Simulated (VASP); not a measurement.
Set up this calculation in VASP 6.6.1, as the native input.

```yaml
Task: single point
Functional: PBE
Potentials_or_basis: VASP PAW PBE potentials, release 64 (Ge_d)
Cutoff: 520 eV
k_mesh: 8 × 4 × 4
Occupations: gaussian, width 0.2 eV
Spin: no spin polarisation
Dipole_correction: no
Further_INCAR_settings: ALGO = Normal; EDIFF = 1e-06; NBANDS = 36
```

The structure of Ge lies in POSCAR:

```
Ge
1.0
    1.9198977354      1.9161785344      0.0050041812
   -0.0100701963     -0.0033288519     -5.5264639867
   -3.8239548971      3.8162651528     -0.0063888429
Ge
4
Direct
    0.4993876425     -0.0014283370      0.7496168504
    0.5024255619      0.4985587191      0.7502390612
    0.4978028607      0.0014159636      0.2498244847
    0.5003839350      0.5014536542      0.2503196039
```

These files were run (other wordings do the same):

INCAR

```
  PREC = Accurate
  ENCUT = 520
  EDIFF = 1E-6
  ISMEAR = 0
  SIGMA = 0.2
  LREAL = False
  LASPH = True
  NELM = 60
  ALGO = Normal
  ISIF = 2
  LWAVE = False
  LCHARG = False
  GGA = PE
  NBANDS = 36
```

KPOINTS

```
Automatic mesh
0
Gamma
  8 4 4
```

Potentials or basis: VASP PAW PBE potentials, release 64 (Ge_d).

Run with:

```sh
$ cat potpaw_PBE.64/Ge_d/POTCAR > POTCAR
$ mpirun -np 1 vasp_std > vasp.out
```

It gave:

```json
{"Pressure": "0.0 GPa", "Largest force": "0.003 eV/Å", "Band gap on the k mesh": "zero (bands 28 and 29 overlap by 2.60 eV)"}
```

It took 58 s on 1 thread of Intel(R) Xeon(R) 6975P-C (Granite Rapids), with other jobs on the host, peak memory 0.26 GiB.
